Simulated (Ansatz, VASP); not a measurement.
One calculation of P, two programs

```
P
1.0
     3.19800    0.00000    0.00000
    -1.59900    2.76955    0.00000
     0.00000    0.00000   28.00000
P
2
Direct
  0.33333 0.66667 0.53336
  0.66667 0.33333 0.46664
```

Alike in both runs: task single point; functional PBE; dispersion D3(BJ); k mesh 9 × 9 × 1; occupations gaussian, width 0.02 eV; no spin polarisation.

```csv
,VASP,Ansatz
version,VASP 6.6.1,Ansatz 0.2.0
potentials or method,"VASP PAW PBE potentials, release 64 (P), cutoff 520 eV","scalar-relativistic, plane waves, PAW"
valence electrons in the cell,10,10
```

|  | VASP | Ansatz | Ansatz less VASP |
| --- | --- | --- | --- |
| gap on the k mesh at the Fermi level (eV) | none | none | - |
| rms of the force components (eV/Å) | 1.960 | 1.948 | -0.0120 |
| work function, face that differs most (eV) | 4.50 | 4.50 | +0.004 |

Atom by atom the forces differ by 0.012 eV/Å (rms over components). A gap of «none» marks a metal or a gap that the smearing closes.
